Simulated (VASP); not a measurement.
# Hf (P6_3/mmc) in VASP: a series of runs

Runs on Hf. Level: PBEsol. Tasks: single point.

Everything below comes from runs of VASP 6.6.1. Logs are shortened: lines on timing, memory, paths and dates and some standing lists are left out, and cuts for length are marked.

## 1. The cell of the first run

The structure is hexagonal, space group P6_3/mmc (No. 194). Conventional cell: a = 3.240 Å, b = 3.240 Å, c = 4.922 Å, α = 90.00°, β = 90.00°, γ = 120.00°. Within 4.1 Å of Hf (site symmetry -6m2) lie 12 Hf at 3.09 to 3.24 Å.

## 2. Single point, PBEsol

File INCAR:

```
PREC = Accurate
ENCUT = 520
EDIFF = 1E-7
ISMEAR = 0
SIGMA = 0.15
LREAL = False
LASPH = True
NELM = 80
ALGO = Fast
ISIF = 2
LWAVE = False
LCHARG = False
GGA = PS
NBANDS = 17
```

File KPOINTS:

```
regular mesh
0
Gamma
  18 18 10
```

File POSCAR:

```
Hf
1.0
    3.2404943572      0.0000000000      0.0000000000
   -1.6202471786      2.8063504341      0.0000000000
    0.0000000000      0.0000000000      4.9220098005
Hf
2
Direct
    0.3333333333      0.6666666667      0.2500000000
    0.6666666667      0.3333333333      0.7500000000
```

Potentials or basis: VASP PAW PBE potentials, release 64 (Hf_pv).

Command:

```
cat potpaw_PBE.64/Hf_pv/POTCAR > POTCAR
mpirun -np 1 vasp_std > vasp.out
```

OUTCAR:

```text
PREC = Accurate
   ENCUT = 520
   EDIFF = 1E-7
   ISMEAR = 0
   LREAL = False
   LASPH = True
   NELM = 80
   ISIF = 2
   GGA = PS

 ion  position               nearest neighbor table
   1  0.333  0.667  0.250-   2 3.09   2 3.09   2 3.09   2 3.09   2 3.09   2 3.09
   2  0.667  0.333  0.750-   1 3.09   1 3.09   1 3.09   1 3.09   1 3.09   1 3.09

  LATTYP: Found a hexagonal cell.
 ALAT       =     3.2404943572
 C/A-ratio  =     1.5189070734

  Lattice vectors:

 A1 = (   3.2404943572,   0.0000000000,   0.0000000000)
 A2 = (  -1.6202471786,   2.8063504341,   0.0000000000)
 A3 = (   0.0000000000,   0.0000000000,   4.9220098005)

Analysis of symmetry for initial positions (statically):
=====================================================================
 Subroutine PRICEL returns:
 Original cell was already a primitive cell.

 Routine SETGRP: Setting up the symmetry group for a
 hexagonal supercell.

 Subroutine GETGRP returns: Found 24 space group operations
 (whereof 12 operations were pure point group operations)
 out of a pool of 24 trial point group operations.

The static configuration has the point symmetry D_3d.
 The point group associated with its full space group is D_6h.

Analysis of symmetry for dynamics (positions and initial velocities):
=====================================================================
 Subroutine PRICEL returns:
 Original cell was already a primitive cell.

 Routine SETGRP: Setting up the symmetry group for a
 hexagonal supercell.

 Subroutine GETGRP returns: Found 24 space group operations
 (whereof 12 operations were pure point group operations)
 out of a pool of 24 trial point group operations.

The dynamic configuration has the point symmetry D_3d.
 The point group associated with its full space group is D_6h.

 Subroutine INISYM returns: Found 24 space group operations
 (whereof 12 operations are pure point group operations),
 and found     1 'primitive' translations

----------------------------------------------------------------------------------------

                                     Primitive cell

  volume of cell :      44.7606

  direct lattice vectors                    reciprocal lattice vectors
     3.240494357  0.000000000  0.000000000     0.308594890  0.178167343  0.000000000
    -1.620247179  2.806350434  0.000000000     0.000000000  0.356334686  0.000000000
     0.000000000  0.000000000  4.922009800     0.000000000  0.000000000  0.203169039

  length of vectors
     3.240494357  3.240494357  4.922009800     0.356334686  0.356334686  0.203169039

  position of ions in fractional coordinates (direct lattice)
     0.333333333  0.666666667  0.250000000
     0.666666667  0.333333333  0.750000000

  ion indices of the primitive-cell ions
   primitive index   ion index
                 1           1
                 2           2

----------------------------------------------------------------------------------------

 KPOINTS: regular mesh

Automatic generation of k-mesh.
 Grid dimensions read from file:
 generate k-points for:   18   18   10

 Generating k-lattice:

  Cartesian coordinates                     Fractional coordinates (reciprocal lattice)
     0.017144161  0.009898186  0.000000000     0.055555556 -0.000000000  0.000000000
     0.000000000  0.019796371  0.000000000     0.000000000  0.055555556  0.000000000
     0.000000000  0.000000000  0.020316904     0.000000000  0.000000000  0.100000000

  Length of vectors
     0.019796371  0.019796371  0.020316904

  Shift w.r.t. Gamma in fractional coordinates (k-lattice)
     0.000000000  0.000000000  0.000000000

 Subroutine IBZKPT returns following result:
 ===========================================

 Found    222 irreducible k-points:

 Following reciprocal coordinates:
            Coordinates               Weight
  0.000000  0.000000  0.000000      1.000000
  0.055556  0.000000  0.000000      6.000000
  0.111111  0.000000  0.000000      6.000000
  0.166667  0.000000  0.000000      6.000000
  0.222222  0.000000  0.000000      6.000000
  0.277778 -0.000000  0.000000      6.000000
[... 16 lines left out ...]
  0.333333  0.111111  0.000000     12.000000
  0.388889  0.111111  0.000000     12.000000
 [... further k-points ...]
   k-points           NKPTS =    222   k-points in BZ     NKDIM =    222   number of bands    NBANDS=     17
   number of dos      NEDOS =    301   number of ions     NIONS =      2
   total plane-waves  NPLWV =  23040
   dimension x,y,z NGX =    24 NGY =   24 NGZ =   40
   dimension x,y,z NGXF=    48 NGYF=   48 NGZF=   80
   ions per type =               2
   NGX,Y,Z   is equivalent  to a cutoff of  12.31, 12.31, 13.51 a.u.
   NGXF,Y,Z  is equivalent  to a cutoff of  24.63, 24.63, 27.02 a.u.
 SYSTEM =  unknown system
   PREC   = accura    normal or accurate (medium, high low for compatibility)
   ISTART =      0    job   : 0-new  1-cont  2-samecut
   ICHARG =      2    charge: 1-file 2-atom 10-const
   ISPIN  =      1    spin polarized calculation?
   LNONCOLLINEAR =      F non collinear calculations
   LSORBIT =      F    spin-orbit coupling
   LASPH  =      T    aspherical Exc in radial PAW
   ENCUT  =  520.0 eV  38.22 Ry    6.18 a.u.   6.03  6.03  9.15*2*pi/ulx,y,z
   NELM   =     80;   NELMIN=  2; NELMDL= -5     # of ELM steps
   EDIFF  = 0.1E-06   stopping-criterion for ELM
   LREAL  =      F    real-space projection
   EDIFFG = 0.1E-05   stopping-criterion for IOM
   NSW    =      0    number of steps for IOM
   IBRION =     -1    ionic relax: 0-MD 1-quasi-New 2-CG
   NFREE  =      0    steps in history (QN), initial steepest desc. (CG)
   ISIF   =      2    stress and relaxation
   ISYM   =      2    0-nonsym 1-usesym 2-fastsym
   POTIM  = 0.5000    time-step for ionic-motion
   TEBEG  =    0.0;   TEEND  =   0.0 temperature during run
   PSTRESS=    0.0 pullay stress
   NELECT =      20.0000    total number of electrons
   NUPDOWN=      -1.0000    fix difference up-down
   EMIN   =  10.00;   EMAX   =-10.00  energy-range for DOS
   EFERMI =   0.00;   METHOD = LEGACY
   ISMEAR =     0;   SIGMA  =   0.15  broadening in eV -4-tet -1-fermi 0-gaus
   EFERMI_NEDOS =   21; number of points for ismear=-14 and -15
   IALGO  =     68    algorithm
   IMIX   =      4    mixing-type and parameters
     AMIX     =   0.40;   BMIX     =  1.00
     AMIX_MAG =   1.60;   BMIX_MAG =  1.00
  volume/ion in A,a.u.               =      22.38       151.03
  Fermi-wavevector in a.u.,A,eV,Ry     =   1.251564  2.365112 21.312324  1.566412
  Thomas-Fermi vector in A             =   2.385505
   LORBIT       =      0    0 simple, 1 ext, 2 COOP (PROOUT), +10 PAW based schemes
   GGA     = PS    functional components
   LHFCALC =     F    Hartree Fock is set to
   AEXX    =    0.0000 exact exchange contribution
   IVDW    =     0    specifies the selected vdW correction
   LEPSILON=     F    determine dielectric tensor
   LRPA    =     F    only Hartree local field effects (RPA)
 non-spin polarized calculation
 RMM-DIIS sequential band-by-band and
 Gauss-broadening in eV      SIGMA  =   0.15
  energy-cutoff  :      520.00
  volume of cell :       44.76
 maximum number of plane-waves:      1230
   NGX = 13   NGY = 13   NGZ = 19

 number of electron      20.0000000 magnetization

 Free energy of the ion-electron system (eV)
  ---------------------------------------------------
  ext. energy  EPLUGINS =         0.00000000
  ---------------------------------------------------
  free energy    TOTEN  =       -20.97580090 eV

  energy without entropy =      -20.95918471  energy(sigma->0) =      -20.96749280

 E-fermi :   4.7738     XC(G=0): -11.3878

 val. band max:        4.7734213666   @ k =   0.3889   0.2222   0.4000
 cond. band min:       4.7816615052   @ k =   0.0556   0.0000   0.3000
 fundamental gap:      0.0082401386
 Fermi energy:         4.7738189432

 k-point     1 :       0.0000    0.0000    0.0000
  band No.  band energies     occupation
      1     -26.3289      2.00000
      2     -25.5800      2.00000
      3     -25.5800      2.00000
      4     -25.4215      2.00000
      5     -25.4215      2.00000
      6     -25.3838      2.00000
[... 9 lines left out ...]
     16       7.0520      0.00000
     17      10.0187      0.00000

 k-point     2 :       0.0556    0.0000    0.0000
  band No.  band energies     occupation
      1     -26.3207      2.00000
      2     -25.5950      2.00000
      3     -25.5856      2.00000
      4     -25.4377      2.00000
      5     -25.4231      2.00000
      6     -25.3883      2.00000
[... 9 lines left out ...]
     16       6.9638      0.00000
     17      10.1355      0.00000

 k-point     3 :       0.1111    0.0000    0.0000
  band No.  band energies     occupation
      1     -26.2967      2.00000
      2     -25.6382      2.00000
      3     -25.6014      2.00000
      4     -25.4839      2.00000
      5     -25.4278      2.00000
      6     -25.4020      2.00000
[... 9 lines left out ...]
     16       7.1171      0.00000
     17      10.3079      0.00000

 k-point     4 :       0.1667    0.0000    0.0000
  band No.  band energies     occupation
      1     -26.2581      2.00000
      2     -25.7046      2.00000
      3     -25.6249      2.00000
      4     -25.5530      2.00000
      5     -25.4358      2.00000
      6     -25.4247      2.00000
[... 9 lines left out ...]
     16       7.5111      0.00000
     17      10.5649      0.00000
[... 343 lines left out ...]
      1     -26.0642      2.00000
      2     -25.9463      2.00000
      3     -25.8326      2.00000
      4     -25.7016      2.00000
      5     -25.5532      2.00000
      6     -25.5045      2.00000
[... 9 lines left out ...]
     16       9.8693      0.00000
     17      11.0742      0.00000

 k-point    23 :       0.3333    0.1111    0.0000
  band No.  band energies     occupation
      1     -26.0101      2.00000
      2     -26.0019      2.00000
      3     -25.8666      2.00000
      4     -25.7409      2.00000
      5     -25.6004      2.00000
      6     -25.5173      2.00000
[... 9 lines left out ...]
     16      10.6149      0.00000
     17      11.1649      0.00000

 k-point    24 :       0.3889    0.1111    0.0000
  band No.  band energies     occupation
      1     -26.0516      2.00000
      2     -25.9510      2.00000
      3     -25.8883      2.00000
      4     -25.7666      2.00000
      5     -25.6413      2.00000
      6     -25.5256      2.00000
[... 9 lines left out ...]
     16      11.2180      0.00000
     17      11.2726      0.00000

 [... further k-points ...]
[... 5 lines left out ...]
  --------------------------------------------------------------------------------------
  -------------------------------------------------------------------------------------
  Total       -1.5303000     -1.5303000     -0.2141368      0.0000000      0.0000000      0.0000000
  in kB      -54.7761516    -54.7761516     -7.6648972      0.0000000      0.0000000      0.0000000
  external PRESSURE =     -39.0724002 kB  Pullay stress =       0.0000000 kB

 VOLUME and BASIS-vectors are now :
 -----------------------------------------------------------------------------
  energy-cutoff  :      520.00
  volume of cell :       44.76
      direct lattice vectors                 reciprocal lattice vectors
     3.240494357  0.000000000  0.000000000     0.308594890  0.178167343  0.000000000
    -1.620247179  2.806350434  0.000000000     0.000000000  0.356334686  0.000000000
     0.000000000  0.000000000  4.922009800     0.000000000  0.000000000  0.203169039

 POSITION                                       TOTAL-FORCE (eV/Angst)
 -----------------------------------------------------------------------------------
     -0.00000      1.87090      1.23050        -0.000000     -0.000000      0.000000
      1.62025      0.93545      3.69151         0.000000      0.000000      0.000000
 -----------------------------------------------------------------------------------
    total drift:                               -0.000000      0.000000     -0.000000

  FREE ENERGIE OF THE ION-ELECTRON SYSTEM (eV)
  ---------------------------------------------------
  free  energy   TOTEN  =       -20.9758008967 eV

  energy  without entropy=      -20.9591847111  energy(sigma->0) =      -20.96749280
```

It took 54 s on 1 thread of Intel Xeon 6975P-C (Granite Rapids), shared host; peak memory 0.26 GiB.

Results:

```yaml
Free_energy: -20.9758 eV
Pressure: -3.9 GPa
Band_gap_on_the_k_mesh: zero (band 10 reaches 5.83 eV, above the bottom of band 11 at 4.34 eV)
```

Caveat: the PAW data sets were made with another functional, which shifts forces and pressure a little; spin-orbit coupling is left out, which moves the levels of the heavy elements.

## 3. Single point, PBEsol

This run uses another cell than the first one, of the same volume but with other edges.

File INCAR:

```
PREC = Accurate ; ENCUT = 520
EDIFF = 1E-6 ; ISMEAR = 0
SIGMA = 0.15 ; LREAL = F
LASPH = T ; NELM = 100
ALGO = Fast ; ISIF = 2
LWAVE = F ; LCHARG = F
GGA = PS ; NBANDS = 17
```

File KPOINTS:

```
Automatic mesh
0
Gamma
  18 18 10
```

File POSCAR:

```
Hf
1.0
    3.1451298529      0.0000000000      0.0000000000
   -1.5725649265      2.7237623508      0.0000000000
    0.0000000000      0.0000000000      5.2250187286
Hf
2
Direct
    0.3333333333      0.6666666667      0.2500000000
    0.6666666667      0.3333333333      0.7500000000
```

Potentials or basis: VASP PAW PBE potentials, release 64 (Hf_pv).

Command:

```
cat potpaw_PBE.64/Hf_pv/POTCAR > POTCAR
mpirun -np 1 vasp_std > vasp.out
```

Wall time 44 s (1 thread of Intel Xeon 6975P-C (Granite Rapids), shared host); peak memory 0.26 GiB.

It converged, with:

```
Free energy            : -20.9650 eV
Pressure               : -3.9 GPa
Band gap on the k mesh : zero (band 10 reaches 5.73 eV, above the bottom of band 11 at 4.35 eV)
```

Stress tensor (GPa, compression positive):
```
-1.92  0.00  0.00
 0.00 -1.92  0.00
 0.00  0.00 -7.74
```

Levels at points of the mesh, in eV from the Fermi level:
```csv
k point,band 8,band 9,band 10,band 11,band 12,band 13
"(0.00, 0.00, 0.00)",-3.83,0.30,1.00,1.29,1.29,1.98
"(0.50, 0.00, 0.00)",-2.74,-2.28,-0.57,0.62,1.13,1.42
"(0.00, 0.00, 0.50)",-5.53,-0.08,-0.08,1.26,1.26,1.26
"(0.50, 0.00, 0.50)",-3.39,-1.11,-1.11,1.26,1.26,2.87
```

Caveat: the PAW data sets were made with another functional, which shifts forces and pressure a little; spin-orbit coupling is left out, which moves the levels of the heavy elements.

(Continued in part 2 of 2.)
